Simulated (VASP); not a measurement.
# SnSe (Fm-3m) in VASP: a series of runs

SnSe is run at these levels: PBE+D3(BJ); tasks: single point, relaxation of cell and atoms.

Everything below comes from runs of VASP 6.6.1. Logs are shortened: lines on timing, memory, paths and dates and some standing lists are left out, and cuts for length are marked.

## Step 1: The cell of the first run

The structure is cubic, space group Fm-3m (No. 225). The conventional cell has a = 5.667 Å, b = 5.667 Å, c = 5.667 Å, α = 90.00°, β = 90.00°, γ = 90.00°. Sn (site symmetry m-3m) has 6 Se at 2.83 Å within 3.7 Å. Se (site symmetry m-3m) has 6 Sn at 2.83 Å within 3.7 Å.

## Step 2: Single point, PBE+D3(BJ)

The input, INCAR:

```
  PREC = Accurate
  ENCUT = 520
  EDIFF = 1E-6
  ISMEAR = 0
  SIGMA = 0.01
  LREAL = False
  LASPH = True
  NELM = 100
  ALGO = Normal
  ISIF = 2
  LWAVE = False
  LCHARG = False
  GGA = PE
  IVDW = 12
  NBANDS = 17
```

The input, KPOINTS:

```
Automatic mesh
0
Gamma
  10 10 10
```

The input, POSCAR:

```
SnSe
1.0
    0.0000000000      2.8335619660      2.8335619660
    2.8335619660      0.0000000000      2.8335619660
    2.8335619660      2.8335619660      0.0000000000
Sn Se
1 1
Direct
    0.0000000000      0.0000000000      0.0000000000
    0.5000000000      0.5000000000      0.5000000000
```

Potentials or basis: VASP PAW PBE potentials, release 64 (Sn_d, Se).

Launch:

```sh
$ cat potpaw_PBE.64/Sn_d/POTCAR potpaw_PBE.64/Se/POTCAR > POTCAR
$ mpirun -np 1 vasp_std > vasp.out
```

OUTCAR:

```text
PREC = Accurate
   ENCUT = 520
   EDIFF = 1E-6
   ISMEAR = 0
   LREAL = False
   LASPH = True
   NELM = 100
   ISIF = 2
   GGA = PE
   IVDW = 12
 IVDW          = 12

 ion  position               nearest neighbor table
   1  0.000  0.000  0.000-   2 2.83   2 2.83   2 2.83   2 2.83   2 2.83   2 2.83
   2  0.500  0.500  0.500-   1 2.83   1 2.83   1 2.83   1 2.83   1 2.83   1 2.83

  LATTYP: Found a face centered cubic cell.
 ALAT       =     5.6671239320

  Lattice vectors:

 A1 = (   0.0000000000,   2.8335619660,   2.8335619660)
 A2 = (   2.8335619660,   0.0000000000,   2.8335619660)
 A3 = (   2.8335619660,   2.8335619660,   0.0000000000)

Analysis of symmetry for initial positions (statically):
=====================================================================
 Subroutine PRICEL returns:
 Original cell was already a primitive cell.

 Routine SETGRP: Setting up the symmetry group for a
 face centered cubic supercell.

 Subroutine GETGRP returns: Found 48 space group operations
 (whereof 48 operations were pure point group operations)
 out of a pool of 48 trial point group operations.

The static configuration has the point symmetry O_h .

Analysis of symmetry for dynamics (positions and initial velocities):
=====================================================================
 Subroutine PRICEL returns:
 Original cell was already a primitive cell.

 Routine SETGRP: Setting up the symmetry group for a
 face centered cubic supercell.

 Subroutine GETGRP returns: Found 48 space group operations
 (whereof 48 operations were pure point group operations)
 out of a pool of 48 trial point group operations.

The dynamic configuration has the point symmetry O_h .

 Subroutine INISYM returns: Found 48 space group operations
 (whereof 48 operations are pure point group operations),
 and found     1 'primitive' translations

----------------------------------------------------------------------------------------

                                     Primitive cell

  volume of cell :      45.5018

  direct lattice vectors                    reciprocal lattice vectors
     0.000000000  2.833561966  2.833561966    -0.176456349  0.176456349  0.176456349
     2.833561966  0.000000000  2.833561966     0.176456349 -0.176456349  0.176456349
     2.833561966  2.833561966  0.000000000     0.176456349  0.176456349 -0.176456349

  length of vectors
     4.007261762  4.007261762  4.007261762     0.305631362  0.305631362  0.305631362

  position of ions in fractional coordinates (direct lattice)
     0.000000000  0.000000000  0.000000000
     0.500000000  0.500000000  0.500000000

[... 77 lines left out ...]
   LREAL  =      F    real-space projection
   EDIFFG = 0.1E-04   stopping-criterion for IOM
   NSW    =      0    number of steps for IOM
   IBRION =     -1    ionic relax: 0-MD 1-quasi-New 2-CG
   NFREE  =      0    steps in history (QN), initial steepest desc. (CG)
   ISIF   =      2    stress and relaxation
   ISYM   =      2    0-nonsym 1-usesym 2-fastsym
   POTIM  = 0.5000    time-step for ionic-motion
   TEBEG  =    0.0;   TEEND  =   0.0 temperature during run
   PSTRESS=    0.0 pullay stress
   NELECT =      20.0000    total number of electrons
   NUPDOWN=      -1.0000    fix difference up-down
   EMIN   =  10.00;   EMAX   =-10.00  energy-range for DOS
   EFERMI =   0.00;   METHOD = LEGACY
   ISMEAR =     0;   SIGMA  =   0.01  broadening in eV -4-tet -1-fermi 0-gaus
   EFERMI_NEDOS =   21; number of points for ismear=-14 and -15
   IALGO  =     38    algorithm
   IMIX   =      4    mixing-type and parameters
     AMIX     =   0.40;   BMIX     =  1.00
     AMIX_MAG =   1.60;   BMIX_MAG =  1.00
  volume/ion in A,a.u.               =      22.75       153.53
  Fermi-wavevector in a.u.,A,eV,Ry     =   1.244731  2.352200 21.080253  1.549355
  Thomas-Fermi vector in A             =   2.378985
   LORBIT       =      0    0 simple, 1 ext, 2 COOP (PROOUT), +10 PAW based schemes
   GGA     = PE    functional components
   LHFCALC =     F    Hartree Fock is set to
   AEXX    =    0.0000 exact exchange contribution
   IVDW    =    12    specifies the selected vdW correction
   LEPSILON=     F    determine dielectric tensor
   LRPA    =     F    only Hartree local field effects (RPA)
 non-spin polarized calculation
 Gauss-broadening in eV      SIGMA  =   0.01
  energy-cutoff  :      520.00
  volume of cell :       45.50
 maximum number of plane-waves:      1243
 NGX is ok and might be reduce to    30
   NGX = 15   NGY = 15   NGZ = 15

 number of electron      20.0000002 magnetization

 Free energy of the ion-electron system (eV)
  ---------------------------------------------------
  ext. energy  EPLUGINS =         0.00000000
  ---------------------------------------------------
  free energy    TOTEN  =        -7.81364257 eV

  energy without entropy =       -7.81364257  energy(sigma->0) =       -7.81364257

 E-fermi :   8.2039     XC(G=0): -10.4498

 val. band max:        8.1442747614   @ k =  -0.2000   0.2000   0.0000
 cond. band min:       8.3591050399   @ k =  -0.4000   0.1000   0.0000
 fundamental gap:      0.2148302785
 Fermi energy:         8.2038707992

 k-point     1 :       0.0000    0.0000    0.0000
  band No.  band energies     occupation
      1     -13.8578      2.00000
      2     -13.8578      2.00000
      3     -13.8501      2.00000
      4     -13.8501      2.00000
      5     -13.8501      2.00000
      6      -7.4708      2.00000
[... 457 lines left out ...]
      4     -13.8221      2.00000
      5     -13.8205      2.00000
      6      -6.0778      2.00000
[... 9 lines left out ...]
     16      19.2000      0.00000
     17      19.7373      0.00000

 [... further k-points ...]

------------------------ aborting loop because EDIFF is reached ----------------------------------------

 Edisp (eV)   -0.85054

 E8    (eV) :    -0.3827

  FORCE on cell =-STRESS in cart. coord.  units (eV):
  Direction    XX          YY          ZZ          XY          YZ          ZX
  --------------------------------------------------------------------------------------
  -------------------------------------------------------------------------------------
  Total       3.41272     3.41272     3.41272     0.00000     0.00000     0.00000
  in kB     120.16633   120.16633   120.16633     0.00000     0.00000     0.00000
  external pressure =      120.17 kB  Pullay stress =        0.00 kB

 VOLUME and BASIS-vectors are now :
 -----------------------------------------------------------------------------
  energy-cutoff  :      520.00
  volume of cell :       45.50
      direct lattice vectors                 reciprocal lattice vectors
     0.000000000  2.833561966  2.833561966    -0.176456349  0.176456349  0.176456349
     2.833561966  0.000000000  2.833561966     0.176456349 -0.176456349  0.176456349
     2.833561966  2.833561966  0.000000000     0.176456349  0.176456349 -0.176456349

 POSITION                                       TOTAL-FORCE (eV/Angst)
 -----------------------------------------------------------------------------------
      0.00000      0.00000      0.00000         0.000000     -0.000000      0.000000
      2.83356      2.83356      2.83356        -0.000000      0.000000     -0.000000
 -----------------------------------------------------------------------------------
    total drift:                               -0.000000      0.000000      0.000000

  FREE ENERGIE OF THE ION-ELECTRON SYSTEM (eV)
  ---------------------------------------------------
  free  energy   TOTEN  =        -8.6641814852 eV

  energy  without entropy=       -8.6641814852  energy(sigma->0) =       -8.66418149
```

Run time: 14 s. Hardware: 1 thread of Intel Xeon 6975P-C (Granite Rapids), shared host; peak memory 0.19 GiB.

What came out:

```yaml
Free_energy: -8.6642 eV
Pressure: 12.0 GPa
Band_gap_on_the_k_mesh: 0.21 eV (least direct gap 0.50 eV)
Dispersion_energy_per_atom: -0.425 eV
```

Caveat: the cell stands under pressure; semilocal functionals underestimate gaps, and a narrow one can read as zero; spin-orbit coupling is left out, which moves the levels of the heavy elements. A k mesh can miss the band edges.

## Step 3: Relaxation of cell and atoms, PBE+D3(BJ), target pressure 12 GPa, at which the enthalpy is minimised

This run uses another cell than the first one, of 26.68 Å³/atom.

The input, INCAR:

```
SYSTEM = SnSe
ALGO = Normal
EDIFF = 1E-6
EDIFFG = -0.001
ENCUT = 600
GGA = PE
IBRION = 2
ISIF = 3
ISMEAR = 0
IVDW = 12
LASPH = .TRUE.
LCHARG = .FALSE.
LREAL = .FALSE.
LWAVE = .FALSE.
NELM = 80
NSW = 80
PREC = Accurate
PSTRESS = 120.0
SIGMA = 0.01
```

The input, KPOINTS:

```
k-points
0
G
  10 10 10
  0 0 0
```

The input, POSCAR:

```
SnSe
1.0
    0.0000000000      2.9882564671      2.9882564671
    2.9882564671      0.0000000000      2.9882564671
    2.9882564671      2.9882564671      0.0000000000
Sn Se
1 1
Direct
    0.0000000000      0.0000000000      0.0000000000
    0.5000000000      0.5000000000      0.5000000000
```

Potentials or basis: VASP PAW PBE potentials, release 64 (Sn_d, Se).

Launch:

```sh
$ cat potpaw_PBE.64/Sn_d/POTCAR potpaw_PBE.64/Se/POTCAR > POTCAR
$ mpirun -np 1 vasp_std > vasp.out
```

It took 89 s on 1 thread of Intel Xeon 6975P-C (Granite Rapids), shared host; peak memory 0.25 GiB.

It converged, with:

```
Free energy                                                : -8.6674 eV
Relaxed volume                                             : 22.77 Å³/atom
Relaxed cell                                               : a = 4.008 Å, b = 4.008 Å, c = 4.008 Å, α = 60.00°, β = 60.00°, γ = 60.00°
Space group after relaxing (to 0.1 Å)                      : Fm-3m (No. 225)
Energy change on relaxing (the run minimises the enthalpy) : +128.1 meV/atom
Ionic steps                                                : 10
Pressure after relaxing                                    : 12.0 GPa
Band gap on the k mesh                                     : 0.22 eV (least direct gap 0.50 eV)
Dispersion energy per atom                                 : -0.425 eV
```

Step by step:
| step | energy change (eV) | largest force (eV/Å) | pressure (GPa) | volume (Å³) |
| --- | --- | --- | --- | --- |
| 1 | 0.0000 | 0.0000 | 0.02 | 53.37 |
| 2 | 1.0405 | 0.0000 | 31.03 | 39.39 |
| 3 | 0.2444 | 0.0000 | 11.72 | 45.70 |
| 4 | 0.2551 | 0.0000 | 11.98 | 45.55 |
| 5 | 0.2663 | 0.0000 | 12.31 | 45.41 |
| 6 | 0.2468 | 0.0000 | 11.72 | 45.67 |
| 7 | 0.2569 | 0.0000 | 12.03 | 45.53 |
| 8 | 0.2559 | 0.0000 | 11.98 | 45.54 |
| 9 | 0.2563 | 0.0000 | 12.01 | 45.54 |
| 10 | 0.2562 | 0.0000 | 12.00 | 45.54 |

Final structure:
```
CELL_PARAMETERS angstrom
0.00000 2.83433 2.83433
2.83433 0.00000 2.83433
2.83433 2.83433 0.00000
ATOMIC_POSITIONS crystal
Sn 0.00000 0.00000 0.00000
Se 0.50000 0.50000 0.50000
```

Levels at points of the mesh, in eV from the valence-band top:
```csv
k point,band 7,band 8,band 9,band 10,band 11,band 12,band 13,band 14
"(0.00, 0.00, 0.00)",-4.73,-3.10,-3.10,-3.10,4.66,4.66,4.66,5.26
"(0.50, 0.00, 0.00)",-9.48,-2.80,-2.80,-0.51,0.73,0.73,1.00,8.41
"(0.50, 0.50, 0.00)",-7.19,-6.43,-4.92,-4.92,2.00,6.08,6.08,6.85
```

Caveat: the cell is relaxed towards a set pressure, so the run minimises the enthalpy, not the energy; semilocal functionals underestimate gaps, and a narrow one can read as zero; spin-orbit coupling is left out, which moves the levels of the heavy elements.
